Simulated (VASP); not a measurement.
# P (P4/mbm) in VASP: notebook

P is run at these levels: PBE; tasks: single point.

Program: VASP 6.6.1. These are calculated values, not measurements. Logs are shortened: lines on timing, memory, paths and dates and some standing lists are left out, and cuts for length are marked.

### Step 1. The cell of the first run

The structure is tetragonal, space group P4/mbm (No. 127). Conventional cell: a = 6.193 Å, b = 6.193 Å, c = 2.450 Å, α = 90.00°, β = 90.00°, γ = 90.00°. P (site symmetry 4/m) has 6 P at 2.43 to 2.45 Å within 3.2 Å. Within 3.0 Å of P (site symmetry m2m) lie 5 P at 2.27 to 2.45 Å.

### Step 2. Single point, PBE

Contents of INCAR:

```
ALGO = Normal ; EDIFF = 1E-6
ENCUT = 520 ; GGA = PE
ISIF = 2 ; ISMEAR = 0
LASPH = True ; LCHARG = True
LELF = True ; LREAL = False
LVHAR = True ; LWAVE = False
NBANDS = 24 ; NELM = 100
PREC = Accurate ; SIGMA = 0.1
```

Contents of KPOINTS:

```
k-points
0
Gamma
  6 6 16
```

Contents of POSCAR:

```
P
1.0
    6.1932788123      0.0000000000      0.0000000000
    0.0000000000      6.1932788123      0.0000000000
    0.0000000000      0.0000000000      2.4501820955
P
6
Direct
    0.5000000000      0.5000000000      0.0000000000
    0.0000000000      0.0000000000      0.0000000000
    0.8703648478      0.6296351522      0.0000000000
    0.1296351522      0.3703648478      0.0000000000
    0.6296351522      0.1296351522      0.0000000000
    0.3703648478      0.8703648478      0.0000000000
```

Potentials or basis: VASP PAW PBE potentials, release 64 (P).

Started as:

```sh
$ cat potpaw_PBE.64/P/POTCAR > POTCAR
$ mpirun -np 1 vasp_std > vasp.out
```

OUTCAR:

```text
EDIFF = 1E-6
   ENCUT = 520
   GGA = PE
   ISIF = 2
   ISMEAR = 0
   LASPH = True
   LREAL = False
   NELM = 100
   PREC = Accurate

 ion  position               nearest neighbor table
   1  0.500  0.500  0.000-   3 2.43   4 2.43   5 2.43   6 2.43
   2  0.000  0.000  0.000-   3 2.43   4 2.43   5 2.43   6 2.43
   3  0.870  0.630  0.000-   4 2.27   2 2.43   1 2.43
   4  0.130  0.370  0.000-   3 2.27   2 2.43   1 2.43
   5  0.630  0.130  0.000-   6 2.27   2 2.43   1 2.43
   6  0.370  0.870  0.000-   5 2.27   2 2.43   1 2.43

  LATTYP: Found a simple tetragonal cell.
 ALAT       =     6.1932788123
 C/A-ratio  =     0.3956195369

  Lattice vectors:

 A1 = (   6.1932788123,   0.0000000000,   0.0000000000)
 A2 = (   0.0000000000,   6.1932788123,   0.0000000000)
 A3 = (   0.0000000000,   0.0000000000,   2.4501820955)

Analysis of symmetry for initial positions (statically):
=====================================================================
 Subroutine PRICEL returns:
 Original cell was already a primitive cell.

 Routine SETGRP: Setting up the symmetry group for a
 simple tetragonal supercell.

 Subroutine GETGRP returns: Found 16 space group operations
 (whereof  8 operations were pure point group operations)
 out of a pool of 16 trial point group operations.

The static configuration has the point symmetry C_4h.
 The point group associated with its full space group is D_4h.

Analysis of symmetry for dynamics (positions and initial velocities):
=====================================================================
 Subroutine PRICEL returns:
 Original cell was already a primitive cell.

 Routine SETGRP: Setting up the symmetry group for a
 simple tetragonal supercell.

 Subroutine GETGRP returns: Found 16 space group operations
 (whereof  8 operations were pure point group operations)
 out of a pool of 16 trial point group operations.

The dynamic configuration has the point symmetry C_4h.
 The point group associated with its full space group is D_4h.

 Subroutine INISYM returns: Found 16 space group operations
 (whereof  8 operations are pure point group operations),
 and found     1 'primitive' translations

----------------------------------------------------------------------------------------

                                     Primitive cell

  volume of cell :      93.9809

  direct lattice vectors                    reciprocal lattice vectors
     6.193278812  0.000000000  0.000000000     0.161465361  0.000000000  0.000000000
     0.000000000  6.193278812  0.000000000     0.000000000  0.161465361  0.000000000
     0.000000000  0.000000000  2.450182096     0.000000000  0.000000000  0.408132931

  length of vectors
     6.193278812  6.193278812  2.450182096     0.161465361  0.161465361  0.408132931

  position of ions in fractional coordinates (direct lattice)
     0.500000000  0.500000000  0.000000000
     0.000000000  0.000000000  0.000000000
     0.870364848  0.629635152  0.000000000
     0.129635152  0.370364848  0.000000000
     0.629635152  0.129635152  0.000000000
     0.370364848  0.870364848  0.000000000

  ion indices of the primitive-cell ions
   primitive index   ion index
                 1           1
                 2           2
                 3           3
                 4           4
                 5           5
                 6           6

----------------------------------------------------------------------------------------

 KPOINTS: k-points

Automatic generation of k-mesh.
 Grid dimensions read from file:
 generate k-points for:    6    6   16

 Generating k-lattice:

  Cartesian coordinates                     Fractional coordinates (reciprocal lattice)
     0.026910894  0.000000000  0.000000000     0.166666667  0.000000000  0.000000000
     0.000000000  0.026910894  0.000000000     0.000000000  0.166666667  0.000000000
     0.000000000  0.000000000  0.025508308     0.000000000  0.000000000  0.062500000

  Length of vectors
     0.026910894  0.026910894  0.025508308

  Shift w.r.t. Gamma in fractional coordinates (k-lattice)
     0.000000000  0.000000000  0.000000000

 Subroutine IBZKPT returns following result:
 ===========================================

 Found     90 irreducible k-points:

 Following reciprocal coordinates:
            Coordinates               Weight
  0.000000  0.000000  0.000000      1.000000
  0.166667  0.000000  0.000000      4.000000
  0.333333  0.000000  0.000000      4.000000
  0.500000  0.000000  0.000000      2.000000
  0.166667  0.166667  0.000000      4.000000
  0.333333  0.166667  0.000000      8.000000
[... 16 lines left out ...]
  0.333333  0.000000  0.125000      8.000000
  0.500000  0.000000  0.125000      4.000000
 [... further k-points ...]
   k-points           NKPTS =     90   k-points in BZ     NKDIM =     90   number of bands    NBANDS=     24
   number of dos      NEDOS =    301   number of ions     NIONS =      6
   total plane-waves  NPLWV =  41472
   dimension x,y,z NGX =    48 NGY =   48 NGZ =   18
   dimension x,y,z NGXF=    96 NGYF=   96 NGZF=   36
   ions per type =               6
   NGX,Y,Z   is equivalent  to a cutoff of  12.88, 12.88, 12.21 a.u.
   NGXF,Y,Z  is equivalent  to a cutoff of  25.77, 25.77, 24.43 a.u.
 SYSTEM =  unknown system
   PREC   = accura    normal or accurate (medium, high low for compatibility)
   ISTART =      0    job   : 0-new  1-cont  2-samecut
   ICHARG =      2    charge: 1-file 2-atom 10-const
   ISPIN  =      1    spin polarized calculation?
   LNONCOLLINEAR =      F non collinear calculations
   LSORBIT =      F    spin-orbit coupling
   LASPH  =      T    aspherical Exc in radial PAW
   ENCUT  =  520.0 eV  38.22 Ry    6.18 a.u.  11.52 11.52  4.56*2*pi/ulx,y,z
   NELM   =    100;   NELMIN=  2; NELMDL= -5     # of ELM steps
   EDIFF  = 0.1E-05   stopping-criterion for ELM
   LREAL  =      F    real-space projection
[... 7 lines left out ...]
   TEBEG  =    0.0;   TEEND  =   0.0 temperature during run
   PSTRESS=    0.0 pullay stress
   NELECT =      30.0000    total number of electrons
   NUPDOWN=      -1.0000    fix difference up-down
   EMIN   =  10.00;   EMAX   =-10.00  energy-range for DOS
   EFERMI =   0.00;   METHOD = LEGACY
   ISMEAR =     0;   SIGMA  =   0.10  broadening in eV -4-tet -1-fermi 0-gaus
   EFERMI_NEDOS =   21; number of points for ismear=-14 and -15
   IALGO  =     38    algorithm
   IMIX   =      4    mixing-type and parameters
     AMIX     =   0.40;   BMIX     =  1.00
     AMIX_MAG =   1.60;   BMIX_MAG =  1.00
  volume/ion in A,a.u.               =      15.66       105.70
  Fermi-wavevector in a.u.,A,eV,Ry     =   1.118842  2.114305 17.031870  1.251807
  Thomas-Fermi vector in A             =   2.255476
   LORBIT       =      0    0 simple, 1 ext, 2 COOP (PROOUT), +10 PAW based schemes
   GGA     = PE    functional components
   LHFCALC =     F    Hartree Fock is set to
   AEXX    =    0.0000 exact exchange contribution
   IVDW    =     0    specifies the selected vdW correction
   LEPSILON=     F    determine dielectric tensor
   LRPA    =     F    only Hartree local field effects (RPA)
 non-spin polarized calculation
 Gauss-broadening in eV      SIGMA  =   0.10
  energy-cutoff  :      520.00
  volume of cell :       93.98
 maximum number of plane-waves:      2581
 NGX is ok and might be reduce to    48
   NGX = 23   NGY = 23   NGZ =  9

 number of electron      29.9999995 magnetization

 Free energy of the ion-electron system (eV)
  ---------------------------------------------------
  ext. energy  EPLUGINS =         0.00000000
  ---------------------------------------------------
  free energy    TOTEN  =       -31.10181521 eV

  energy without entropy =      -31.09383923  energy(sigma->0) =      -31.09782722

 E-fermi :   8.9530     XC(G=0): -10.8745

 val. band max:        8.9137469359   @ k =   0.5000   0.5000   0.4375
 cond. band min:       8.9883149501   @ k =   0.1667   0.0000   0.1875
 fundamental gap:      0.0745680142
 Fermi energy:         8.9530221212

 k-point     1 :       0.0000    0.0000    0.0000
  band No.  band energies     occupation
      1      -7.4138      2.00000
      2      -4.9737      2.00000
      3      -4.7419      2.00000
      4      -3.3821      2.00000
      5      -3.3821      2.00000
      6      -2.1248      2.00000
[... 16 lines left out ...]
     23      15.4821      0.00000
     24      15.7632      0.00000

 k-point     2 :       0.1667    0.0000    0.0000
  band No.  band energies     occupation
      1      -7.3207      2.00000
      2      -5.3009      2.00000
      3      -4.7784      2.00000
      4      -3.4863      2.00000
      5      -2.9290      2.00000
      6      -2.1893      2.00000
[... 16 lines left out ...]
     23      15.6946      0.00000
     24      15.9352      0.00000

 k-point     3 :       0.3333    0.0000    0.0000
  band No.  band energies     occupation
      1      -7.0435      2.00000
      2      -5.9844      2.00000
      3      -4.5613      2.00000
      4      -3.8010      2.00000
      5      -2.3489      2.00000
      6      -2.2125      2.00000
[... 16 lines left out ...]
     23      16.3216      0.00000
     24      16.4180      0.00000

 k-point     4 :       0.5000    0.0000    0.0000
  band No.  band energies     occupation
      1      -6.5908      2.00000
      2      -6.5908      2.00000
      3      -4.2081      2.00000
      4      -4.2081      2.00000
      5      -2.1706      2.00000
      6      -2.1706      2.00000
[... 16 lines left out ...]
     23      16.0741      0.00000
     24      16.0741      0.00000

 k-point     5 :       0.1667    0.1667    0.0000
  band No.  band energies     occupation
      1      -7.2278      2.00000
      2      -5.2467      2.00000
      3      -5.1744      2.00000
      4      -3.5960      2.00000
      5      -2.6442      2.00000
      6      -2.0188      2.00000
[... 16 lines left out ...]
     23      16.0359      0.00000
     24      16.5247      0.00000

 k-point     6 :       0.3333    0.1667    0.0000
  band No.  band energies     occupation
      1      -6.9513      2.00000
      2      -5.8960      2.00000
      3      -4.9648      2.00000
      4      -4.0734      2.00000
      5      -2.0541      2.00000
      6      -1.7469      2.00000
[... 16 lines left out ...]
     23      15.8739      0.00000
     24      16.2105      0.00000
[... 379 lines left out ...]
 k-point    21 :       0.0000    0.0000    0.1250
  band No.  band energies     occupation
      1      -7.0612      2.00000
      2      -4.6236      2.00000
      3      -4.3918      2.00000
      4      -3.0323      2.00000
      5      -3.0323      2.00000
      6      -1.7778      2.00000
[... 16 lines left out ...]
     23      14.0837      0.00000
     24      14.0837      0.00000

 k-point    22 :       0.1667    0.0000    0.1250
  band No.  band energies     occupation
      1      -6.9682      2.00000
      2      -4.9504      2.00000
      3      -4.4282      2.00000
      4      -3.1362      2.00000
      5      -2.5793      2.00000
      6      -1.8432      2.00000
[... 16 lines left out ...]
     23      13.9327      0.00000
     24      14.4300      0.00000

 k-point    23 :       0.3333    0.0000    0.1250
  band No.  band energies     occupation
      1      -6.6913      2.00000
      2      -5.6332      2.00000
      3      -4.2111      2.00000
      4      -3.4508      2.00000
      5      -1.9997      2.00000
      6      -1.8668      2.00000
[... 16 lines left out ...]
     23      14.7334      0.00000
     24      14.8602      0.00000

 k-point    24 :       0.5000    0.0000    0.1250
  band No.  band energies     occupation
      1      -6.2390      2.00000
      2      -6.2390      2.00000
      3      -3.8579      2.00000
      4      -3.8579      2.00000
      5      -1.8235      2.00000
      6      -1.8235      2.00000
[... 16 lines left out ...]
     23      14.9344      0.00000
     24      14.9344      0.00000

 [... further k-points ...]
[... 5 lines left out ...]
  --------------------------------------------------------------------------------------
  -------------------------------------------------------------------------------------
  Total       -0.1492263     -0.1492263     -0.1162336      0.0000000      0.0000000      0.0000000
  in kB       -2.5439948     -2.5439948     -1.9815396      0.0000000      0.0000000      0.0000000
  external PRESSURE =      -2.3565097 kB  Pullay stress =       0.0000000 kB

 VOLUME and BASIS-vectors are now :
 -----------------------------------------------------------------------------
  energy-cutoff  :      520.00
  volume of cell :       93.98
      direct lattice vectors                 reciprocal lattice vectors
     6.193278812  0.000000000  0.000000000     0.161465361  0.000000000  0.000000000
     0.000000000  6.193278812  0.000000000     0.000000000  0.161465361  0.000000000
     0.000000000  0.000000000  2.450182096     0.000000000  0.000000000  0.408132931

 POSITION                                       TOTAL-FORCE (eV/Angst)
 -----------------------------------------------------------------------------------
      3.09664      3.09664      0.00000         0.000000      0.000000      0.000000
      0.00000      0.00000      0.00000         0.000000      0.000000      0.000000
      5.39041      3.89951      0.00000         0.013178     -0.013178     -0.000000
      0.80287      2.29377      0.00000        -0.013178      0.013178      0.000000
      3.89951      0.80287      0.00000        -0.013178     -0.013178      0.000000
      2.29377      5.39041      0.00000         0.013178      0.013178     -0.000000
 -----------------------------------------------------------------------------------
    total drift:                               -0.000000      0.000000      0.000000

  FREE ENERGIE OF THE ION-ELECTRON SYSTEM (eV)
  ---------------------------------------------------
  free  energy   TOTEN  =       -31.1018152072 eV

  energy  without entropy=      -31.0938392281  energy(sigma->0) =      -31.09782722
```

Run time: 2.4 min. Hardware: 1 thread of Oxide Virtual Turin-like, shared host; peak memory 0.24 GiB.

Results:

```
Free energy            : -31.1018 eV
Pressure               : -0.2 GPa
Largest force          : 0.019 eV/Å
Band gap on the k mesh : zero (band 15 reaches 11.06 eV, above the bottom of band 16 at 5.65 eV)
```

Forces in eV/Å, atoms in the order of the input:
```
P    0.000  0.000  0.000
P    0.000  0.000  0.000
P    0.013 -0.013  0.000
P   -0.013  0.013  0.000
P   -0.013 -0.013  0.000
P    0.013  0.013  0.000
```

Levels at points of the mesh, in eV from the Fermi level:
```csv
k point,band 14,band 15,band 16,band 17,band 18,band 19
"(0.00, 0.00, 0.00)",0.53,1.79,1.79,2.77,2.77,3.31
"(0.50, 0.00, 0.00)",0.31,0.59,0.59,4.06,4.06,5.51
"(0.50, 0.50, 0.00)",0.43,0.59,0.59,5.71,5.71,6.07
"(0.00, 0.00, 0.50)",-4.23,-2.72,0.88,0.95,1.79,1.79
"(0.50, 0.00, 0.50)",-3.76,-1.48,-1.48,0.56,0.56,2.23
"(0.50, 0.50, 0.50)",-3.56,-3.31,-3.31,0.22,0.22,2.93
```

### Step 3. Single point, PBE

Contents of INCAR:

```
SYSTEM = P
  PREC = Accurate
  ENCUT = 520
  EDIFF = 1E-6
  ISMEAR = 0
  SIGMA = 0.1
  LREAL = .FALSE.
  LASPH = .TRUE.
  NELM = 80
  ALGO = Normal
  ISIF = 2
  LWAVE = .FALSE.
  LCHARG = .TRUE.
  GGA = PE
  LELF = .TRUE.
  LVHAR = .TRUE.
  NBANDS = 24
```

Contents of KPOINTS:

```
regular mesh
0
G
  6 6 16
  0 0 0
```

POSCAR is that of step 2.

Potentials or basis: VASP PAW PBE potentials, release 64 (P).

Started as:

```sh
$ cat potpaw_PBE.64/P/POTCAR > POTCAR
$ mpirun -np 1 vasp_std > vasp.out
```

Wall time 2.3 min (1 thread of Oxide Virtual Turin-like, shared host); peak memory 0.24 GiB.

Results (log left out):

```
Free energy            : -31.1018 eV
Pressure               : -0.2 GPa
Largest force          : 0.019 eV/Å
Band gap on the k mesh : zero (band 15 reaches 11.06 eV, above the bottom of band 16 at 5.65 eV)
```

Forces in eV/Å, atoms in the order of the input:
```
P    0.000  0.000  0.000
P    0.000  0.000  0.000
P    0.013 -0.013  0.000
P   -0.013  0.013  0.000
P   -0.013 -0.013  0.000
P    0.013  0.013  0.000
```

Levels at points of the mesh, in eV from the Fermi level:
| k point | band 12 | band 13 | band 14 | band 15 | band 16 | band 17 | band 18 | band 19 | band 20 | band 21 |
| --- | --- | --- | --- | --- | --- | --- | --- | --- | --- | --- |
| (0.00, 0.00, 0.00) | -1.52 | -1.52 | 0.53 | 1.79 | 1.79 | 2.77 | 2.77 | 3.31 | 4.88 | 6.11 |
| (0.50, 0.00, 0.00) | -3.42 | 0.31 | 0.31 | 0.59 | 0.59 | 4.06 | 4.06 | 5.51 | 5.51 | 6.68 |
| (0.50, 0.50, 0.00) | -3.69 | 0.43 | 0.43 | 0.59 | 0.59 | 5.71 | 5.71 | 6.07 | 6.07 | 6.12 |
| (0.00, 0.00, 0.50) | -4.35 | -4.35 | -4.23 | -2.72 | 0.88 | 0.95 | 1.79 | 1.79 | 2.76 | 2.76 |
| (0.50, 0.00, 0.50) | -4.13 | -3.76 | -3.76 | -1.48 | -1.48 | 0.56 | 0.56 | 2.23 | 2.23 | 3.94 |
| (0.50, 0.50, 0.50) | -3.59 | -3.56 | -3.56 | -3.31 | -3.31 | 0.22 | 0.22 | 2.93 | 2.93 | 3.17 |
